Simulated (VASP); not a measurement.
# Re (P6_3/mmc) in VASP: further runs

The runs below take Re through single point, with r2SCAN50, LDA, PBEsol.

Everything below comes from runs of VASP 6.6.1. Logs are shortened: lines on timing, memory, paths and dates and some standing lists are left out, and cuts for length are marked.

## 1. The cell of the first run

Symmetry: P6_3/mmc, No. 194, hexagonal system. The conventional cell has a = 2.761 Å, b = 2.761 Å, c = 4.458 Å, α = 90.00°, β = 90.00°, γ = 120.00°. Within 3.6 Å of Re (site symmetry -6m2) lie 12 Re at 2.74 to 2.76 Å.

## 2. Single point, r2SCAN50

POSCAR

```
Re
1.0
    2.7608000000      0.0000000000      0.0000000000
   -1.3804000000      2.3909229348      0.0000000000
    0.0000000000      0.0000000000      4.4582000000
Re
2
Direct
    0.6666666667      0.3333333333      0.7500000000
    0.3333333333      0.6666666667      0.2500000000
```

INCAR.step1

```
SYSTEM = Re
  PREC = Accurate
  ENCUT = 520
  EDIFF = 1E-5
  ISMEAR = -1
  SIGMA = 0.05
  LREAL = .FALSE.
  LASPH = .TRUE.
  NELM = 100
  ALGO = Normal
  ISIF = 2
  LWAVE = .TRUE.
  NBANDS = 14
  GGA = PE
```

INCAR.step2

```
SYSTEM = Re
  PREC = Accurate
  ENCUT = 520
  EDIFF = 1E-6
  ISMEAR = -1
  SIGMA = 0.05
  LREAL = .FALSE.
  LASPH = .TRUE.
  NELM = 100
  ALGO = Normal
  ISIF = 2
  LWAVE = .FALSE.
  LCHARG = .TRUE.
  METAGGA = R2SCAN
  LHFCALC = .TRUE.
  AEXX = 0.5
  LMIXTAU = .TRUE.
  PRECFOCK = Normal
  LELF = .TRUE.
  LVHAR = .TRUE.
  NBANDS = 14
  ISTART = 1
```

KPOINTS

```
regular mesh
0
G
  6 6 3
  0 0 0
```

Potentials or basis: VASP PAW PBE potentials, release 64 (Re).

The run is started by

```
> cat potpaw_PBE.64/Re/POTCAR > POTCAR
> cp INCAR.step1 INCAR
> mpirun -np 1 vasp_std > vasp.out
> cp INCAR.step2 INCAR
> mpirun -np 1 vasp_std > vasp.out
```

OUTCAR:

```text
SYSTEM = Re
   PREC = Accurate
   ENCUT = 520
   EDIFF = 1E-6
   ISMEAR = -1
   LREAL = .FALSE.
   LASPH = .TRUE.
   NELM = 100
   ISIF = 2
   METAGGA = R2SCAN
   LHFCALC = .TRUE.
   AEXX = 0.5
   PRECFOCK = Normal
   ISTART = 1

 ion  position               nearest neighbor table
   1  0.667  0.333  0.750-   2 2.74   2 2.74   2 2.74   2 2.74   2 2.74   2 2.74
   2  0.333  0.667  0.250-   1 2.74   1 2.74   1 2.74   1 2.74   1 2.74   1 2.74

  LATTYP: Found a hexagonal cell.
 ALAT       =     2.7608000000
 C/A-ratio  =     1.6148217908

  Lattice vectors:

 A1 = (   2.7608000000,   0.0000000000,   0.0000000000)
 A2 = (  -1.3804000000,   2.3909229348,   0.0000000000)
 A3 = (   0.0000000000,   0.0000000000,   4.4582000000)

Analysis of symmetry for initial positions (statically):
=====================================================================
 Subroutine PRICEL returns:
 Original cell was already a primitive cell.

 Routine SETGRP: Setting up the symmetry group for a
 hexagonal supercell.

 Subroutine GETGRP returns: Found 24 space group operations
 (whereof 12 operations were pure point group operations)
 out of a pool of 24 trial point group operations.

The static configuration has the point symmetry D_3d.
 The point group associated with its full space group is D_6h.

Analysis of symmetry for dynamics (positions and initial velocities):
=====================================================================
 Subroutine PRICEL returns:
 Original cell was already a primitive cell.

 Routine SETGRP: Setting up the symmetry group for a
 hexagonal supercell.

 Subroutine GETGRP returns: Found 24 space group operations
 (whereof 12 operations were pure point group operations)
 out of a pool of 24 trial point group operations.

The dynamic configuration has the point symmetry D_3d.
 The point group associated with its full space group is D_6h.

 Subroutine INISYM returns: Found 24 space group operations
 (whereof 12 operations are pure point group operations),
 and found     1 'primitive' translations

----------------------------------------------------------------------------------------

                                     Primitive cell

  volume of cell :      29.4280

  direct lattice vectors                    reciprocal lattice vectors
     2.760800000  0.000000000  0.000000000     0.362213851  0.209124264  0.000000000
    -1.380400000  2.390922935  0.000000000     0.000000000  0.418248529  0.000000000
     0.000000000  0.000000000  4.458200000     0.000000000  0.000000000  0.224305774

  length of vectors
     2.760800000  2.760800000  4.458200000     0.418248529  0.418248529  0.224305774

  position of ions in fractional coordinates (direct lattice)
     0.666666667  0.333333333  0.750000000
     0.333333333  0.666666667  0.250000000

  ion indices of the primitive-cell ions
   primitive index   ion index
                 1           1
                 2           2

----------------------------------------------------------------------------------------

 KPOINTS: regular mesh

Automatic generation of k-mesh.
 Grid dimensions read from file:
 generate k-points for:    6    6    3

 Generating k-lattice:

  Cartesian coordinates                     Fractional coordinates (reciprocal lattice)
     0.060368975  0.034854044  0.000000000     0.166666667 -0.000000000  0.000000000
     0.000000000  0.069708088  0.000000000     0.000000000  0.166666667  0.000000000
     0.000000000  0.000000000  0.074768591     0.000000000  0.000000000  0.333333333

  Length of vectors
     0.069708088  0.069708088  0.074768591

  Shift w.r.t. Gamma in fractional coordinates (k-lattice)
     0.000000000  0.000000000  0.000000000

 Subroutine IBZKPT returns following result:
 ===========================================

 Found     14 irreducible k-points:

 Following reciprocal coordinates:
            Coordinates               Weight
  0.000000  0.000000  0.000000      1.000000
  0.166667 -0.000000  0.000000      6.000000
  0.333333 -0.000000  0.000000      6.000000
  0.500000 -0.000000  0.000000      3.000000
  0.166667  0.166667  0.000000      6.000000
  0.333333  0.166667  0.000000     12.000000
  0.333333  0.333333  0.000000      2.000000
  0.000000  0.000000  0.333333      2.000000
  0.166667 -0.000000  0.333333     12.000000
  0.333333 -0.000000  0.333333     12.000000
  0.500000 -0.000000  0.333333      6.000000
  0.166667  0.166667  0.333333     12.000000
  0.333333  0.166667  0.333333     24.000000
  0.333333  0.333333  0.333333      4.000000
   k-points           NKPTS =     14   k-points in BZ     NKDIM =    108   number of bands    NBANDS=     14
   number of dos      NEDOS =    301   number of ions     NIONS =      2
   total plane-waves  NPLWV =  20736
   dimension x,y,z NGX =    24 NGY =   24 NGZ =   36
   dimension x,y,z NGXF=    48 NGYF=   48 NGZF=   72
   ions per type =               2
   NGX,Y,Z   is equivalent  to a cutoff of  14.45, 14.45, 13.42 a.u.
   NGXF,Y,Z  is equivalent  to a cutoff of  28.90, 28.90, 26.85 a.u.
 SYSTEM =  Re
   PREC   = accura    normal or accurate (medium, high low for compatibility)
   ISTART =      1    job   : 0-new  1-cont  2-samecut
   ICHARG =      0    charge: 1-file 2-atom 10-const
   ISPIN  =      1    spin polarized calculation?
   LNONCOLLINEAR =      F non collinear calculations
   LSORBIT =      F    spin-orbit coupling
   LASPH  =      T    aspherical Exc in radial PAW
   ENCUT  =  520.0 eV  38.22 Ry    6.18 a.u.   5.13  5.13  8.29*2*pi/ulx,y,z
   NELM   =    100;   NELMIN=  2; NELMDL=  0     # of ELM steps
   EDIFF  = 0.1E-05   stopping-criterion for ELM
   LREAL  =      F    real-space projection
   EDIFFG = 0.1E-04   stopping-criterion for IOM
   NSW    =      0    number of steps for IOM
   IBRION =     -1    ionic relax: 0-MD 1-quasi-New 2-CG
   NFREE  =      0    steps in history (QN), initial steepest desc. (CG)
   ISIF   =      2    stress and relaxation
   ISYM   =      3    0-nonsym 1-usesym 2-fastsym
   POTIM  = 0.5000    time-step for ionic-motion
   TEBEG  =    0.0;   TEEND  =   0.0 temperature during run
   PSTRESS=    0.0 pullay stress
   NELECT =      14.0000    total number of electrons
   NUPDOWN=      -1.0000    fix difference up-down
   EMIN   =  10.00;   EMAX   =-10.00  energy-range for DOS
   EFERMI =   0.00;   METHOD = LEGACY
   ISMEAR =    -1;   SIGMA  =   0.05  broadening in eV -4-tet -1-fermi 0-gaus
   EFERMI_NEDOS =   21; number of points for ismear=-14 and -15
   IALGO  =     38    algorithm
   IMIX   =      1    mixing-type and parameters
     AMIX     =   0.40;   BMIX     =  1.00
     AMIX_MAG =   1.60;   BMIX_MAG =  1.00
  volume/ion in A,a.u.               =      14.71        99.29
  Fermi-wavevector in a.u.,A,eV,Ry     =   1.278000  2.415070 22.222174  1.633284
  Thomas-Fermi vector in A             =   2.410568
   LORBIT       =      0    0 simple, 1 ext, 2 COOP (PROOUT), +10 PAW based schemes
   METAGGA = R2SCAN    functional components
   LHFCALC =     T    Hartree Fock is set to
   PRECFOCK=normal    Normal, Fast or Accurate (Low or Medium for compatibility)
   ENCUT4O =  -1.0   cutoff for four orbital integrals eV
   NKREDX  =     1    reduce k-point grid by
   NKREDY  =     1    reduce k-point grid by
   NKREDZ  =     1    reduce k-point grid by
   AEXX    =    0.5000 exact exchange contribution
   HFSCREEN=    0.0000 screening length (either q_TF or 0.3 A-1)
   HFSCREENC=   0.0000 screening length for correlation (either q_TF or 0.3 A-1)
   ENCUTFOCK=  -1.0 apply spherical cutoff to Coloumb kernel
   IVDW    =     0    specifies the selected vdW correction
   LEPSILON=     F    determine dielectric tensor
   LRPA    =     F    only Hartree local field effects (RPA)
 non-spin polarized calculation
  energy-cutoff  :      520.00
  volume of cell :       29.43
 maximum number of plane-waves:       801
 NGX is ok and might be reduce to    24
  NGX = 16; NGY = 16; NGZ = 28

 number of electron      14.0000000 magnetization

 Free energy of the ion-electron system (eV)
  ---------------------------------------------------
  ext. energy  EPLUGINS =         0.00000000
  ---------------------------------------------------
  free energy    TOTEN  =       -80.05376776 eV

  energy without entropy =      -80.03867456  energy(sigma->0) =      -80.04622116

 E-fermi :   6.9111     XC(G=0):  -8.3532

 val. band max:        6.0490380126   @ k =   0.1667  -0.0000   0.0000
 cond. band min:       6.9279281770   @ k =   0.3333   0.1667   0.3333
 fundamental gap:      0.8788901644
 Fermi energy:         6.9111045617

 k-point     1 :       0.0000    0.0000    0.0000
  band No.  band energies     occupation
      1      -6.2283      2.00000
      2      -2.3460      2.00000
      3       4.1445      2.00000
      4       4.1467      2.00000
      5       4.1467      2.00000
      6       5.4596      2.00000
      7       5.4596      2.00000
      8       7.7933      0.00000
      9       7.9510      0.00000
     10       7.9510      0.00000
     11      12.4867      0.00000
     12      12.4867      0.00000
     13      20.3876      0.00000
     14      24.5224      0.00000

 k-point     2 :       0.1667   -0.0000    0.0000
  band No.  band energies     occupation
      1      -4.8929      2.00000
      2      -1.1881      2.00000
      3       2.5158      2.00000
      4       3.5840      2.00000
      5       4.4464      2.00000
      6       5.7207      2.00000
      7       5.7520      2.00000
      8       5.9911      2.00000
      9       6.0490      2.00000
     10       8.1018      0.00000
     11      13.0626      0.00000
     12      16.0781      0.00000
     13      20.1913      0.00000
     14      26.8572      0.00000
[... 173 lines left out ...]
      1      -1.3104      2.00000
      2      -0.1801      2.00000
      3       0.7030      2.00000
      4       2.2579      2.00000
      5       3.0156      2.00000
      6       4.7310      2.00000
      7       6.9279      0.83333
      8       9.8789      0.00000
      9      11.8765      0.00000
     10      13.9452      0.00000
     11      15.3514      0.00000
     12      16.7244      0.00000
     13      20.7887      0.00000
     14      22.8039      0.00000

 k-point    14 :       0.3333    0.3333    0.3333
  band No.  band energies     occupation
      1       0.4419      2.00000
      2       0.4419      2.00000
      3       0.5748      2.00000
      4       1.7224      2.00000
      5       3.2787      2.00000
      6       3.2787      2.00000
      7       7.7122      0.00000
      8       9.7352      0.00000
      9      12.4333      0.00000
     10      12.4333      0.00000
     11      18.0274      0.00000
     12      18.0274      0.00000
     13      21.3417      0.00000
     14      22.6624      0.00000

------------------------ aborting loop because EDIFF is reached ----------------------------------------

  FORCE on cell =-STRESS in cart. coord.  units (eV):
  Direction    XX          YY          ZZ          XY          YZ          ZX
  --------------------------------------------------------------------------------------
  -------------------------------------------------------------------------------------
  Total       -4.3766300     -4.3766300     -6.5987193      0.0000000      0.0000000      0.0000000
  in kB     -238.2815126   -238.2815126   -359.2610759      0.0000000      0.0000000      0.0000000
  external PRESSURE =    -278.6080337 kB  Pullay stress =       0.0000000 kB

 VOLUME and BASIS-vectors are now :
 -----------------------------------------------------------------------------
  energy-cutoff  :      520.00
  volume of cell :       29.43
      direct lattice vectors                 reciprocal lattice vectors
     2.760800000  0.000000000  0.000000000     0.362213851  0.209124264  0.000000000
    -1.380400000  2.390922935  0.000000000     0.000000000  0.418248529  0.000000000
     0.000000000  0.000000000  4.458200000     0.000000000  0.000000000  0.224305774

 POSITION                                       TOTAL-FORCE (eV/Angst)
 -----------------------------------------------------------------------------------
      1.38040      0.79697      3.34365         0.000000      0.000000     -0.000000
     -0.00000      1.59395      1.11455        -0.000000     -0.000000      0.000000
 -----------------------------------------------------------------------------------
    total drift:                                0.000001      0.000001      0.000001

  FREE ENERGIE OF THE ION-ELECTRON SYSTEM (eV)
  ---------------------------------------------------
  free  energy   TOTEN  =       -80.0537677579 eV

  energy  without entropy=      -80.0386745594  energy(sigma->0) =      -80.04622116
```

Run time: 44 min. Hardware: 1 thread of Intel Xeon Platinum 8259CL at 2.50GHz (Skylake/Cascade Lake), shared host; peak memory 0.17 GiB.

Results:

```yaml
Free_energy: -80.0538 eV
Pressure: -27.9 GPa
Band_gap_on_the_k_mesh: zero (bands 7 and 8 overlap by 4.68 eV)
```

Caveat: the k points lie up to 0.47 Å⁻¹ apart, too coarse for converged energies and pressures of a metal; the PAW data sets were made with another functional, which shifts forces and pressure a little; spin-orbit coupling is left out, which moves the levels of the heavy elements.

## 3. Single point, LDA

INCAR

```
PREC = Accurate ; ENCUT = 560
EDIFF = 1E-6 ; ISMEAR = -1
SIGMA = 0.05 ; LREAL = False
LASPH = True ; NELM = 120
ALGO = Normal ; ISIF = 2
LWAVE = False ; LCHARG = False
GGA = CA ; NBANDS = 22
GGA_COMPAT = False
```

KPOINTS

```
regular mesh
0
Gamma
  11 11 6
```

POSCAR is that of step 2.

Potentials or basis: VASP PAW LDA potentials, release 64 (Re_sv_GW).

The run is started by

```
> cat potpaw_LDA.64/Re_sv_GW/POTCAR > POTCAR
> mpirun -np 1 vasp_std > vasp.out
```

It took 25 s on 1 thread of AMD EPYC 7R13 (Zen 3), shared host; peak memory 0.14 GiB.

The run converged. Its results:

```
Free energy            : -30.7425 eV
Pressure               : -10.3 GPa
Band gap on the k mesh : zero (bands 15 and 16 overlap by 3.18 eV)
```

Stress tensor (GPa, compression positive):
```
-10.11   0.00   0.00
  0.00 -10.11   0.00
  0.00   0.00 -10.54
```

Levels at points of the mesh, in eV from the Fermi level:
```csv
k point,band 13,band 14,band 15,band 16,band 17,band 18
"(0.00, 0.00, 0.00)",-1.61,-0.77,-0.77,0.15,0.15,0.74
"(0.00, 0.00, 0.50)",-1.74,-1.74,-1.74,-1.74,2.52,2.52
```

Caveat: the cell stands under tension; spin-orbit coupling is left out, which moves the levels of the heavy elements.

(Part 1 of 2 ends here.)

The gap in the log of VASP goes by the Fermi energy; the results here count the filled bands.